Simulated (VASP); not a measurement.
## Ga15N15F (a cell with a defect) (V_Ga-F_N): single point with PBE

The system is Ga15N15F (a cell with a defect) (V_Ga-F_N).

```
Ga F N
1.0
     6.43724    0.00000    0.00000
    -3.21862    5.57482    0.00000
     0.00000    0.00000   10.48707
Ga F N
15 1 15
Direct
  0.33829 0.16682 0.23125
  0.14569 0.34239 0.50734
  0.34492 0.17134 0.74775
  0.16661 0.33514 0.99801
  0.33567 0.66547 0.24770
  0.15104 0.81174 0.50699
  0.33566 0.66632 0.75346
  0.16698 0.83517 0.99783
  0.83435 0.15976 0.24900
  0.83524 0.16509 0.74961
  0.67168 0.33750 0.99764
  0.83504 0.66976 0.24907
  0.64875 0.82468 0.50914
  0.83596 0.66660 0.75010
  0.66549 0.83392 0.99848
  0.32502 0.16478 0.43419
  0.16896 0.33269 0.18874
  0.33619 0.17026 0.93980
  0.17066 0.33269 0.68911
  0.32637 0.66312 0.43800
  0.16869 0.83177 0.18913
  0.33216 0.66736 0.93950
  0.17176 0.83690 0.68968
  0.84434 0.13410 0.43310
  0.67423 0.33547 0.19157
  0.83440 0.16717 0.93932
  0.67671 0.33718 0.69844
  0.84995 0.71883 0.43211
  0.66485 0.83014 0.18586
  0.83520 0.66997 0.93984
  0.66617 0.83132 0.69280
```

| Quantity | Value |
| --- | --- |
| Program | VASP 6.6.1 |
| Task | single point |
| Functional | PBE |
| Potentials or basis | VASP PAW PBE potentials, release 64 (Ga_d, F, N) |
| Cutoff | 520 eV |
| k mesh | 1 × 1 × 1, shifted |
| Occupations | gaussian, width 0.01 eV |
| Spin | no spin polarisation |

```yaml
Largest_force: 0.150 eV/Å
```

Forces in eV/Å, atoms in the order of the input:
```
Ga  -0.034  0.035 -0.046
Ga  -0.018 -0.045 -0.010
Ga  -0.096  0.037 -0.017
Ga   0.010 -0.011 -0.011
Ga  -0.025  0.018 -0.017
Ga  -0.008 -0.127 -0.008
Ga  -0.039  0.017  0.006
Ga   0.089 -0.031  0.020
Ga  -0.045  0.040  0.022
Ga  -0.038  0.023  0.019
Ga   0.064 -0.047  0.011
Ga  -0.095  0.053  0.047
Ga   0.086 -0.008 -0.018
Ga  -0.065  0.078 -0.051
Ga   0.025 -0.007  0.018
F    0.008 -0.024  0.046
N   -0.045  0.008  0.052
N    0.054 -0.052 -0.042
N    0.039  0.002  0.028
N   -0.069  0.077 -0.003
N    0.032  0.046 -0.049
N   -0.002  0.001 -0.017
N    0.011 -0.010 -0.066
N    0.135 -0.065 -0.012
N   -0.019 -0.043 -0.006
N    0.018  0.006  0.046
N    0.036 -0.029  0.011
N   -0.007  0.049  0.050
N   -0.013  0.018  0.011
N   -0.004 -0.013 -0.034
N    0.015  0.005  0.018
```

Levels at points of the mesh, in eV from the Fermi level:
```tsv
k point	band 134	band 135	band 136	band 137	band 138	band 139	band 140	band 141	band 142	band 143
(0.25, 0.25, 0.25)	-1.05	-0.93	-0.66	-0.60	-0.10	0.21	3.71	4.57	4.71	5.01
```

Run time: 13 min on 1 thread of Intel(R) Xeon(R) 6975P-C (Granite Rapids), with other jobs on the host, peak memory 0.55 GiB.

Caveat: the k points lie up to 1.13 Å⁻¹ apart; the cell carries a net charge on a neutralising background, which shifts energy and pressure; the cell is charged against a uniform background, so pressure and absolute levels hang on convention.
